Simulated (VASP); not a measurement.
Crystal: SnSe2.

```xyz
3
Lattice="1.7237 0.9952 6.3360 -1.7237 0.9952 6.3360 0.0000 -1.9904 6.3360" Properties=species:S:1:pos:R:3 pbc="T T T"
Sn    0.0000    0.0000    0.0000
Se    0.0000    0.0000    8.0189
Se    0.0000    0.0000    4.6530
```

- Program: VASP 6.6.1
- Task: relaxation of cell and atoms
- Functional: PBEsol
- Potentials or basis: VASP PAW PBE potentials, release 64 (Sn_d, Se)
- Cutoff: 600 eV
- k mesh: 8 × 8 × 8
- Occupations: fermi-dirac, width 0.03 eV
- Spin: no spin polarisation

At the start: pressure 16.8 GPa; volume 21.74 Å³/atom.

Question: Where does the relaxation end?

Answer: Over 27 steps the energy falls by 267.5 meV/atom and the volume is 24.00 Å³/atom (+10.4 %); space group R3m (No. 160, to 0.1 Å) before and after.

Step by step:
```tsv
step	energy change (eV)	largest force (eV/Å)	pressure (GPa)	volume (Å³)
1	0.0000	1.5523	16.76	65.21
2	-0.2080	1.2569	-7.37	89.06
3	-0.5737	0.4229	-0.46	76.69
4	-0.6657	0.0801	-0.45	77.53
5	-0.6715	0.2602	-0.36	77.73
6	-0.6717	0.3069	-0.35	77.77
7	-0.6819	0.3147	-0.28	77.24
8	-0.7125	0.3485	0.01	75.63
9	-0.7614	0.4099	1.25	72.38
10	-0.6243	0.1584	7.57	65.81
11	-0.7545	0.5557	2.22	71.44
12	-0.7557	0.5848	3.34	69.85
13	-0.7583	0.5645	3.31	69.82
14	-0.7654	0.4978	3.18	69.72
15	-0.7739	0.3474	2.99	69.52
16	-0.7646	0.0893	2.91	69.10
17	-0.7748	0.2728	2.96	69.41
18	-0.7807	0.2476	2.61	69.71
19	-0.7940	0.1733	1.58	70.60
20	-0.8017	0.0278	-0.26	72.41
21	-0.8021	0.0516	0.00	72.11
22	-0.8021	0.0561	0.09	72.05
23	-0.8021	0.0523	0.06	72.05
24	-0.8022	0.0414	0.06	72.03
25	-0.8023	0.0201	0.05	72.01
26	-0.8023	0.0240	0.03	71.96
27	-0.8024	0.0100	0.03	71.99
```

Final structure:
```yaml
crystal:
  lattice:
    - [1.92286, 1.11016, 5.62038]
    - [-1.92286, 1.11016, 5.62038]
    - [0.00000, -2.22033, 5.62038]
  atoms:
    - { symbol: Sn, position: [0.99895, 0.99895, 0.99895] }
    - { symbol: Se, position: [0.43616, 0.43616, 0.43616] }
    - { symbol: Se, position: [0.23155, 0.23155, 0.23155] }
```

Caveat: the PAW data sets were made with another functional, which shifts forces and pressure a little.
